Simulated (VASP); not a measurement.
Here is a VASP 6.6.1 calculation.

Contents of INCAR:

```
SYSTEM = SnS2
ALGO = Normal ; EDIFF = 1E-6
ENCUT = 500 ; GGA = PE
GGA_COMPAT = .FALSE. ; ISIF = 2
ISMEAR = -1 ; LASPH = .TRUE.
LCHARG = .TRUE. ; LELF = .TRUE.
LREAL = .FALSE. ; LVHAR = .TRUE.
LWAVE = .FALSE. ; NBANDS = 20
NELM = 120 ; PREC = Accurate
SIGMA = 0.01
```

File KPOINTS:

```
k-points
0
G
  10 10 6
  0 0 0
```

The input POSCAR:

```
SnS2
1.0
    3.6702663487      0.0000000000      0.0000000000
   -1.8351331743      3.1785438966      0.0000000000
    0.0000000000      0.0000000000      5.4940000000
Sn S
1 2
Direct
    0.0000000000      0.0000000000      0.0000000000
    0.6666666667      0.3333333333      0.2639000000
    0.3333333333      0.6666666667      0.7361000000
```

Potentials or basis: VASP PAW PBE potentials, release 64 (Sn_d, S).

Launch:

```bash
$ cat potpaw_PBE.64/Sn_d/POTCAR potpaw_PBE.64/S/POTCAR > POTCAR
$ mpirun -np 1 vasp_std > vasp.out
```

(1) Predict the largest force.

(2) Predict the band gap on the k mesh.

Answers

(1) 0.161 eV/Å.

(2) 0.96 eV (least direct gap 1.40 eV).

Caveat: the cell differs from its parent crystal (equal xx and yy strain of +2 %); spin-orbit coupling is left out, which moves the levels of the heavy elements.
